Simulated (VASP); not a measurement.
# Sb (Im-3m) in VASP: settings compared

The runs below take Sb through single point, with r2SCAN, PBE.

All numbers are computed with VASP 6.6.1; they aren't measurements. Logs are shortened: lines on timing, memory, paths and dates and some standing lists are left out, and cuts for length are marked.

### Step 1. The cell of the first run

It takes space group Im-3m (No. 229, cubic). Conventional cell: a = 3.767 Å, b = 3.767 Å, c = 3.767 Å, α = 90.00°, β = 90.00°, γ = 90.00°. Sb (site symmetry m-3m) has 14 Sb at 3.26 to 3.77 Å within 4.3 Å.

### Step 2. Single point, r2SCAN

Input file POSCAR:

```
Sb
1.0
   -1.8837342335      1.8837342335      1.8837342335
    1.8837342335     -1.8837342335      1.8837342335
    1.8837342335      1.8837342335     -1.8837342335
Sb
1
Direct
    0.0000000000      0.0000000000      0.0000000000
```

Input file INCAR.step1:

```
PREC = Accurate ; ENCUT = 520
ISMEAR = -1 ; SIGMA = 0.05
LREAL = F ; LASPH = T
NELM = 60 ; NBANDS = 8
GGA = PE ; ALGO = Normal
EDIFF = 1E-4 ; LWAVE = T
LCHARG = F
```

Input file INCAR.step2:

```
PREC = Accurate ; ENCUT = 520
EDIFF = 1E-6 ; ISMEAR = -1
SIGMA = 0.05 ; LREAL = F
LASPH = T ; NELM = 60
ALGO = Normal ; ISIF = 2
LWAVE = F ; LCHARG = F
METAGGA = R2SCAN ; LMIXTAU = T
NBANDS = 8 ; ISTART = 1
```

Input file KPOINTS:

```
regular mesh
0
Gamma
  10 10 10
```

Potentials or basis: VASP PAW PBE potentials, release 64 (Sb).

The run is started by

```sh
> cat potpaw_PBE.64/Sb/POTCAR > POTCAR
> cp INCAR.step1 INCAR
> mpirun -np 1 vasp_std > vasp.out
> cp INCAR.step2 INCAR
> mpirun -np 1 vasp_std > vasp.out
```

OUTCAR:

```text
PREC = Accurate
   ENCUT = 520
   EDIFF = 1E-6
   ISMEAR = -1
   LREAL = F
   LASPH = T
   NELM = 60
   ISIF = 2
   METAGGA = R2SCAN
   ISTART = 1

 ion  position               nearest neighbor table
   1  0.000  0.000  0.000-

  LATTYP: Found a body centered cubic cell.
 ALAT       =     3.7674684670

  Lattice vectors:

 A1 = (  -1.8837342335,   1.8837342335,   1.8837342335)
 A2 = (   1.8837342335,  -1.8837342335,   1.8837342335)
 A3 = (   1.8837342335,   1.8837342335,  -1.8837342335)

Analysis of symmetry for initial positions (statically):
=====================================================================
 Subroutine PRICEL returns:
 Original cell was already a primitive cell.

 Routine SETGRP: Setting up the symmetry group for a
 body centered cubic supercell.

 Subroutine GETGRP returns: Found 48 space group operations
 (whereof 48 operations were pure point group operations)
 out of a pool of 48 trial point group operations.

The static configuration has the point symmetry O_h .

Analysis of symmetry for dynamics (positions and initial velocities):
=====================================================================
 Subroutine PRICEL returns:
 Original cell was already a primitive cell.

 Routine SETGRP: Setting up the symmetry group for a
 body centered cubic supercell.

 Subroutine GETGRP returns: Found 48 space group operations
 (whereof 48 operations were pure point group operations)
 out of a pool of 48 trial point group operations.

The dynamic configuration has the point symmetry O_h .

 Subroutine INISYM returns: Found 48 space group operations
 (whereof 48 operations are pure point group operations),
 and found     1 'primitive' translations

----------------------------------------------------------------------------------------

                                     Primitive cell

  volume of cell :      26.7374

  direct lattice vectors                    reciprocal lattice vectors
    -1.883734234  1.883734234  1.883734234     0.000000000  0.265430224  0.265430224
     1.883734234 -1.883734234  1.883734234     0.265430224  0.000000000  0.265430224
     1.883734234  1.883734234 -1.883734234     0.265430224  0.265430224  0.000000000

  length of vectors
     3.262723400  3.262723400  3.262723400     0.375375023  0.375375023  0.375375023

  position of ions in fractional coordinates (direct lattice)
     0.000000000  0.000000000  0.000000000

  ion indices of the primitive-cell ions
[... 75 lines left out ...]
   LREAL  =      F    real-space projection
   EDIFFG = 0.1E-04   stopping-criterion for IOM
   NSW    =      0    number of steps for IOM
   IBRION =     -1    ionic relax: 0-MD 1-quasi-New 2-CG
   NFREE  =      0    steps in history (QN), initial steepest desc. (CG)
   ISIF   =      2    stress and relaxation
   ISYM   =      2    0-nonsym 1-usesym 2-fastsym
   POTIM  = 0.5000    time-step for ionic-motion
   TEBEG  =    0.0;   TEEND  =   0.0 temperature during run
   PSTRESS=    0.0 pullay stress
   NELECT =       5.0000    total number of electrons
   NUPDOWN=      -1.0000    fix difference up-down
   EMIN   =  10.00;   EMAX   =-10.00  energy-range for DOS
   EFERMI =   0.00;   METHOD = LEGACY
   ISMEAR =    -1;   SIGMA  =   0.05  broadening in eV -4-tet -1-fermi 0-gaus
   EFERMI_NEDOS =   21; number of points for ismear=-14 and -15
   IALGO  =     38    algorithm
   IMIX   =      4    mixing-type and parameters
     AMIX     =   0.40;   BMIX     =  1.00
     AMIX_MAG =   1.60;   BMIX_MAG =  1.00
  volume/ion in A,a.u.               =      26.74       180.43
  Fermi-wavevector in a.u.,A,eV,Ry     =   0.936178  1.769120 11.924550  0.876430
  Thomas-Fermi vector in A             =   2.063161
   LORBIT       =      0    0 simple, 1 ext, 2 COOP (PROOUT), +10 PAW based schemes
   METAGGA = R2SCAN    functional components
   LHFCALC =     F    Hartree Fock is set to
   AEXX    =    0.0000 exact exchange contribution
   IVDW    =     0    specifies the selected vdW correction
   LEPSILON=     F    determine dielectric tensor
   LRPA    =     F    only Hartree local field effects (RPA)
 non-spin polarized calculation
  energy-cutoff  :      520.00
  volume of cell :       26.74
 maximum number of plane-waves:       736
   NGX = 13   NGY = 13   NGZ = 13

 number of electron       4.9999999 magnetization

 Free energy of the ion-electron system (eV)
  ---------------------------------------------------
  ext. energy  EPLUGINS =         0.00000000
  ---------------------------------------------------
  free energy    TOTEN  =       -25.33624900 eV

  energy without entropy =      -25.32734314  energy(sigma->0) =      -25.33179607

 E-fermi :   8.4592     XC(G=0): -10.8054

 val. band max:        8.4303697956   @ k =  -0.3000   0.4000   0.1000
 cond. band min:       8.4711015289   @ k =   0.3000   0.1000   0.1000
 fundamental gap:      0.0407317333
 Fermi energy:         8.4591564758

 k-point     1 :       0.0000    0.0000    0.0000
  band No.  band energies     occupation
      1      -5.0333      2.00000
      2      14.3157      0.00000
      3      14.3158      0.00000
      4      14.3158      0.00000
      5      19.4666      0.00000
      6      19.4666      0.00000
      7      19.4666      0.00000
      8      21.1452      0.00000
[... 243 lines left out ...]
 k-point    24 :      -0.3000    0.3000    0.1000
  band No.  band energies     occupation
      1      -2.8453      2.00000
      2       6.8063      2.00000
      3      10.4887      0.00000
      4      12.0830      0.00000
      5      16.6919      0.00000
      6      17.4564      0.00000
      7      18.9263      0.00000
      8      24.1228      0.00000

 [... further k-points ...]

------------------------ aborting loop because EDIFF is reached ----------------------------------------

  FORCE on cell =-STRESS in cart. coord.  units (eV):
  Direction    XX          YY          ZZ          XY          YZ          ZX
  --------------------------------------------------------------------------------------
  -------------------------------------------------------------------------------------
  Total        0.1743192      0.1743192      0.1743192      0.0000000      0.0000000      0.0000000
  in kB       10.4456858     10.4456858     10.4456858      0.0000000      0.0000000      0.0000000
  external PRESSURE =      10.4456858 kB  Pullay stress =       0.0000000 kB

 VOLUME and BASIS-vectors are now :
 -----------------------------------------------------------------------------
  energy-cutoff  :      520.00
  volume of cell :       26.74
      direct lattice vectors                 reciprocal lattice vectors
    -1.883734234  1.883734234  1.883734234     0.000000000  0.265430224  0.265430224
     1.883734234 -1.883734234  1.883734234     0.265430224  0.000000000  0.265430224
     1.883734234  1.883734234 -1.883734234     0.265430224  0.265430224  0.000000000

 POSITION                                       TOTAL-FORCE (eV/Angst)
 -----------------------------------------------------------------------------------
      0.00000      0.00000      0.00000         0.000000      0.000000     -0.000000
 -----------------------------------------------------------------------------------
    total drift:                                0.000000      0.000000      0.000000

  FREE ENERGIE OF THE ION-ELECTRON SYSTEM (eV)
  ---------------------------------------------------
  free  energy   TOTEN  =       -25.3362490018 eV

  energy  without entropy=      -25.3273431436  energy(sigma->0) =      -25.33179607
```

OSZICAR.step1:

```text
N       E                     dE             d eps       ncg     rms          rms(c)
DAV:   1     0.444135114018E+01    0.44414E+01   -0.15851E+03   768   0.398E+02
DAV:   2    -0.381363338359E+01   -0.82550E+01   -0.79566E+01  1072   0.519E+01
DAV:   3    -0.390014159806E+01   -0.86508E-01   -0.86368E-01   912   0.588E+00
DAV:   4    -0.390038239336E+01   -0.24080E-03   -0.24079E-03  1128   0.371E-01
DAV:   5    -0.390038289996E+01   -0.50660E-06   -0.50627E-06   976   0.124E-02    0.176E+00
DAV:   6    -0.389884321653E+01    0.15397E-02   -0.16275E-03   928   0.217E-01    0.101E+00
DAV:   7    -0.389812829853E+01    0.71492E-03   -0.35709E-03   912   0.320E-01    0.597E-02
DAV:   8    -0.389815098773E+01   -0.22689E-04   -0.58148E-05   920   0.571E-02
   1 F= -.38981510E+01 E0= -.38937128E+01  d E =-.887638E-02
```

Wall time 21 s (1 thread of Intel Xeon 6975P-C, shared host); peak memory 0.15 GiB.

What came out:

| Quantity | Value |
| --- | --- |
| Free energy | -25.3362 eV |
| Pressure | 1.0 GPa |

Caveat: the PAW data sets were made with another functional, which shifts forces and pressure a little; spin-orbit coupling is left out, which moves the levels of the heavy elements.

[end of part 1 of 2]
